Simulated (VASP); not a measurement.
## Ni: single point with PBEsol

Ni:

```xyz
2
Lattice="0.0000 2.5052 2.5052 2.5052 0.0000 2.5052 2.5052 2.5052 0.0000" Properties=species:S:1:pos:R:3 pbc="T T T"
Ni    2.5052    2.5052    2.5052
Ni    3.7578    3.7578    3.7578
```

```yaml
Program: VASP 6.6.1
Task: single point
Functional: PBEsol
Potentials_or_basis: VASP PAW PBE potentials, release 64 (Ni)
Cutoff: 520 eV
k_mesh: 6 × 6 × 6
Occupations: gaussian, width 0.1 eV
Spin: collinear spin, ferromagnetic start
Starting_moments: "[0.81, 0.81] μB"
Dipole_correction: no
Further_INCAR_settings: ALGO = Normal; EDIFF = 1e-06; NBANDS = 21
```

| Quantity | Value |
| --- | --- |
| Pressure | 0.2 GPa |
| Net moment | 1.61 μB per cell |
| Site moments | Ni +0.80 μB |
| Valence electrons inside the program's atomic spheres | Ni 9.29 |

Levels at points of the mesh, in eV from the Fermi level:
Spin up:
```tsv
k point	band 9	band 10	band 11	band 12	band 13	band 14
(0.00, 0.00, 0.00)	-1.80	-0.77	-0.77	12.03	12.03	12.03
(0.50, 0.00, 0.00)	-1.43	-0.94	-0.94	0.38	8.73	8.73
(0.50, 0.50, 0.00)	-0.80	-0.80	0.95	0.95	4.46	4.46
```
Spin down:
```
           k point  band 6  band 7  band 8  band 9  band 10  band 11  band 12  band 13
(0.00, 0.00, 0.00)   -2.56   -0.97   -0.97   -0.97     0.15     0.15    12.22    12.22
(0.50, 0.00, 0.00)   -2.51   -1.60   -0.59   -0.59    -0.02    -0.02     1.10     8.86
(0.50, 0.50, 0.00)   -2.10   -1.18   -1.18    0.13     0.13     1.48     1.48     4.49
```

Wall time 14 s on 1 thread of AMD EPYC 9R45 96-Core Processor (Zen 5), with other jobs on the host, peak memory 0.14 GiB.

Caveat: the k points lie up to 0.36 Å⁻¹ apart; the PAW data sets were made with another functional, which shifts forces and pressure a little.
